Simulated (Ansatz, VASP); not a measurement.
# One calculation of CdSe, two programs

INCAR

```
SYSTEM = CdSe
PREC = Accurate
ENCUT = 520
EDIFF = 1E-6
ISMEAR = -1
SIGMA = 0.02
LREAL = .False.
LASPH = .True.
NELM = 100
ALGO = Normal
ISIF = 2
LWAVE = .False.
LCHARG = .False.
GGA = PE
NBANDS = 26
```

File KPOINTS:

```
regular mesh
0
Gamma
  12 12 4
  0 0 0
```

The input POSCAR:

```
CdSe
1.0
    4.3407236660     -0.0434072366      0.0000000000
   -2.2079536027      3.7808805839      0.0000000000
    0.0000000000      0.0000000000      7.0766459791
Cd Se
2 2
Direct
    0.3321115734      0.6665256187     -0.0004631248
    0.6678884266      0.3334743813      0.4995368752
    0.3395684902      0.6669046341      0.3754631248
    0.6604315098      0.3330953659      0.8754631248
```

Input for Ansatz:

```yaml
crystal:
  lattice:
    - [4.340723666, -0.0434072366, 0.0]
    - [-2.2079536027, 3.7808805839, 0.0]
    - [0.0, 0.0, 7.0766459791]
  atoms:
    - { symbol: Cd, position: [0.3321115734, 0.6665256187, -0.0004631248] }
    - { symbol: Cd, position: [0.6678884266, 0.3334743813, 0.4995368752] }
    - { symbol: Se, position: [0.3395684902, 0.6669046341, 0.3754631248] }
    - { symbol: Se, position: [0.6604315098, 0.3330953659, 0.8754631248] }
kpoints:
  mp_grid: { grid: [12, 12, 4] }
  band_path:
    path:
      - [0.0, 0.0, 0.0]
      - [0.5, 0.0, 0.0]
      - [0.3333333333, 0.3333333333, 0.0]
      - [0.0, 0.0, 0.5]
      - [0.5, 0.0, 0.5]
      - [0.3333333333, 0.3333333333, 0.5]
    npoints: 1
hamiltonian:
  xc: pbe
scf:
  occupations: { method: fermi_dirac, width: 0.02 }
  n_extra_bands: 5
output:
  forces: true
  stress: true
  eigenvalues: true
```

Change from the starting cell: shear_xy strain -2.0%.

Alike in both runs: task single point; functional PBE; k mesh 12 × 12 × 4; occupations fermi-dirac, width 0.02 eV; no spin polarisation.

```csv
,VASP,Ansatz
version,VASP 6.6.1,Ansatz 0.2.0
potentials or method,"VASP PAW PBE potentials, release 64 (Cd, Se)","plane waves, PAW"
plane-wave cutoff (eV),520,420
valence electrons in the cell,36,72
```

|  | VASP | Ansatz | Ansatz less VASP |
| --- | --- | --- | --- |
| pressure (GPa) | 1.7 | 1.4 | -0.28 |
| traceless stress, the component that is largest in VASP (GPa) | 0.26 | 0.26 | 0.000 |

With one functional, cell and mesh, what is left measures potentials, basis and numerics. VASP's potentials hold 36 valence electrons a cell and Ansatz's 72, so a difference there can come from the potentials and not from the codes.
